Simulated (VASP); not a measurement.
Wanted: the native input for a VASP 6.6.1 run.

```
Task                   : single point
Functional             : PBE
Potentials or basis    : VASP PAW PBE potentials, release 64 (Si, Ge_d)
Cutoff                 : 520 eV
k mesh                 : 6 × 6 × 6
Occupations            : gaussian, width 0.2 eV
Spin                   : no spin polarisation
Dipole correction      : no
Further INCAR settings : ALGO = Normal; EDIFF = 1e-07; NBANDS = 41
```

The structure of SiGe2 lies in POSCAR:

```
SiGe2
1.0
   -2.0032811745      1.9973865883      8.4595301253
    2.0032811745     -1.9973865883      8.4595301253
    2.0032811745      1.9973865883     -8.4595301253
Si Ge
2 4
Direct
    0.2110517283      0.9610517283      0.2500000000
    0.7889482717      0.0389482717      0.7500000000
    0.1288875979      0.3788875979      0.7500000000
    0.5426813013      0.2926813013      0.2500000000
    0.8711124021      0.6211124021      0.2500000000
    0.4573186987      0.7073186987      0.7500000000
```

These files were run (other wordings do the same):

INCAR

```
SYSTEM = SiGe2
PREC = Accurate ; ENCUT = 520
EDIFF = 1E-7 ; ISMEAR = 0
SIGMA = 0.2 ; LREAL = .False.
LASPH = .True. ; NELM = 80
ALGO = Normal ; ISIF = 2
LWAVE = .False. ; LCHARG = .False.
GGA = PE ; NBANDS = 41
```

KPOINTS

```
Automatic mesh
0
Gamma
  6 6 6
  0 0 0
```

Potentials or basis: VASP PAW PBE potentials, release 64 (Si, Ge_d).

Run with:

```bash
$ cat potpaw_PBE.64/Si/POTCAR potpaw_PBE.64/Ge_d/POTCAR > POTCAR
$ mpirun -np 1 vasp_std > vasp.out
```

It gave:

| Property | Result |
| --- | --- |
| Pressure | -0.1 GPa |
| Largest force | 0.053 eV/Å |
| Band gap on the k mesh | 0.42 eV |

Run time: 10 min on 1 thread of Intel(R) Xeon(R) 6975P-C (Granite Rapids), with other jobs on the host, peak memory 0.75 GiB.
